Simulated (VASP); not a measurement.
The system is Si3C4.

```
CELL_PARAMETERS angstrom
2.87391 -1.65935 0.00000
2.87391 1.65935 0.00000
-0.04688 0.00000 10.41319
ATOMIC_POSITIONS crystal
Si 0.00000 0.00000 0.50000
Si 0.99817 0.99817 0.24408
Si 0.00183 0.00183 0.75592
C 0.66375 0.66375 0.13479
C 0.66797 0.66797 0.62528
C 0.33625 0.33625 0.86521
C 0.33203 0.33203 0.37472
```

The cell was built from a structure type or drawn by symmetry, and may not be a known phase.

```yaml
Program: VASP 6.6.1
Task: relaxation of cell and atoms
Functional: PBE
Potentials_or_basis: VASP PAW PBE potentials, release 64 (Si, C)
Cutoff: 600 eV
k_mesh: 6 × 6 × 2
Occupations: gaussian, width 0.2 eV
Spin: no spin polarisation
```

At the start: pressure -30.6 GPa; volume 14.19 Å³/atom.

Problem. Where does the relaxation end?

Solution. Over 33 steps the energy falls by 963.4 meV/atom and the volume is 14.95 Å³/atom (+5.4 %); space group P-3m1 (No. 164, to 0.1 Å) before, C2/m (No. 12, to 0.1 Å).

The path:
| step | energy change (eV) | largest force (eV/Å) | pressure (GPa) | volume (Å³) |
| --- | --- | --- | --- | --- |
| 1 | 0.0000 | 3.1218 | -30.60 | 99.32 |
| 2 | -4.6597 | 1.5120 | 18.40 | 65.23 |
| 3 | -4.8669 | 1.8422 | 2.76 | 69.34 |
| 4 | -5.3040 | 1.4226 | 5.22 | 69.82 |
| 5 | -5.8091 | 0.8597 | 10.97 | 71.18 |
| 6 | -5.9258 | 0.5807 | -3.49 | 76.48 |
| 7 | -5.9482 | 0.5446 | 0.32 | 74.90 |
| 8 | -6.0019 | 0.4032 | 0.17 | 75.48 |
| 9 | -6.0532 | 0.2843 | 0.17 | 76.70 |
| 10 | -6.0541 | 0.3262 | 0.21 | 76.88 |
| 11 | -6.0668 | 0.4064 | 0.72 | 77.26 |
| 12 | -6.0673 | 0.4922 | 0.85 | 77.35 |
| 13 | -6.0738 | 0.4885 | 0.90 | 77.55 |
| 14 | -6.0935 | 0.4767 | 1.06 | 78.15 |
| 15 | -6.1336 | 0.4443 | 1.36 | 79.36 |
| 16 | -6.2017 | 0.3558 | 1.72 | 81.79 |
| 17 | -6.1312 | 0.7343 | 1.48 | 86.68 |
| 18 | -6.2140 | 0.3447 | 1.91 | 83.15 |
| 19 | -6.2385 | 0.5807 | -0.14 | 85.52 |
| 20 | -6.2385 | 0.5736 | -0.11 | 85.49 |
| 21 | -6.2693 | 0.6191 | -0.68 | 86.82 |
| 22 | -6.3692 | 1.0717 | -2.00 | 90.83 |
| 23 | -6.5623 | 1.1869 | -3.48 | 98.90 |
| 24 | -6.3746 | 2.3161 | -3.03 | 115.23 |
| 25 | -6.6328 | 0.8467 | -3.37 | 102.38 |
| 26 | -6.6430 | 0.7250 | -3.44 | 104.46 |
| 27 | -6.6763 | 0.6829 | -1.29 | 105.94 |
| 28 | -6.6763 | 0.6928 | -1.22 | 105.99 |
| 29 | -6.7046 | 0.4657 | -0.68 | 105.50 |
| 30 | -6.7259 | 0.3337 | 0.47 | 104.54 |
| 31 | -6.7379 | 0.2117 | 0.31 | 104.52 |
| 32 | -6.7391 | 0.2226 | 0.26 | 104.52 |
| 33 | -6.7435 | 0.0756 | -0.01 | 104.68 |

Final structure:
```
Si C
1.0
     2.78888   -1.49937   -0.05701
     2.78888    1.49937   -0.05701
    -0.21759    0.00000   12.52158
Si C
3 4
Direct
  0.00000 0.00000 0.50000
  0.99706 0.99706 0.16047
  0.00294 0.00294 0.83953
  0.67071 0.67071 0.16046
  0.71581 0.71581 0.55853
  0.32929 0.32929 0.83954
  0.28419 0.28419 0.44147
```

Caveat: a cell axis changed by over 15 % at a fixed basis, so the end point is rough; the relaxation stopped at a loose force limit of 0.08 eV/Å, so its end isn't a converged minimum.
